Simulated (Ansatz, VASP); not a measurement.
## EuBe2 in VASP and in Ansatz

```
Eu Be
1.0
     0.00000    3.54099    3.54099
     3.54099    0.00000    3.54099
     3.54099    3.54099    0.00000
Eu Be
2 4
Direct
  0.00000 0.00000 0.00000
  0.25000 0.25000 0.25000
  0.62500 0.62500 0.62500
  0.12500 0.62500 0.62500
  0.62500 0.12500 0.62500
  0.62500 0.62500 0.12500
```

Change from the starting cell: species swapped into the TmNi2 type (Fd-3m, No. 227).

Alike in both runs: task relaxation of cell and atoms; functional PBE; k mesh 4 × 4 × 4; occupations gaussian, width 0.1 eV; collinear spin.

```csv
,VASP,Ansatz
version,VASP 6.6.1,Ansatz 0.2.0
potentials or method,"VASP PAW PBE potentials, release 64 (Eu, Be), cutoff 600 eV","scalar-relativistic, plane waves, PAW"
valence electrons in the cell,42,42
```

|  | VASP | Ansatz | Ansatz less VASP |
| --- | --- | --- | --- |
| gap on the k mesh at the Fermi level, each at its own relaxed structure (eV) | none | none | - |
| net moment per atom (μB) | 2.25 | 2.25 | +0.004 |
| size of the moment on the site where the two differ most (μB) | 6.44 | 6.59 | +0.150 |
| relaxed volume (Å³/atom) | 15.92 | 16.12 | +0.199 |
| relaxed length of the cell vector where the two differ most in proportion (Å) | 5.131 | 5.152 | +0.0213 |

Site moments also hang on the region over which each program counts them. A gap of «none» marks a metal or a gap that the smearing closes.

The k mesh is coarse, so the values compare programs but aren't converged. Neither program's run includes spin-orbit coupling.
